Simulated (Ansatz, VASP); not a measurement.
Two plane-wave programs on MgS

```xyz
4
Lattice="4.0287 0.0000 0.0000 -2.0143 3.4889 0.0000 0.0000 0.0000 6.4542" Properties=species:S:1:pos:R:3 pbc="T T T"
Mg    2.0143    1.1630    3.2085
Mg    0.0000    2.3260    6.4356
S     0.0000    2.3260    2.4389
S     2.0143    1.1630    5.6660
```

Alike in both runs: task single point; functional LDA; k mesh 12 × 12 × 4; no spin polarisation.

|  | VASP | Ansatz |
| --- | --- | --- |
| version | VASP 6.6.1 | Ansatz 0.2.0 |
| potentials or method | VASP PAW LDA potentials, release 64 (Mg, S) | plane waves, PAW |
| plane-wave cutoff (eV) | 520 | 420 |
| occupations | gaussian, width 0.01 eV | fixed |
| valence electrons in the cell | 16 | 32 |

Ansatz gave:

```
gap on the k mesh at the Fermi level (eV) : 3.18
pressure (GPa)                            : -2.1
```

Problem. What did VASP give for the same quantities?

Solution. gap on the k mesh at the Fermi level (eV): 3.19; pressure (GPa): -2.4.

LDA's correlation is that of Perdew and Zunger in VASP and of Perdew and Wang (1992) in Ansatz. VASP's potentials hold 16 valence electrons a cell and Ansatz's 32, so a difference there can come from the potentials and not from the codes.
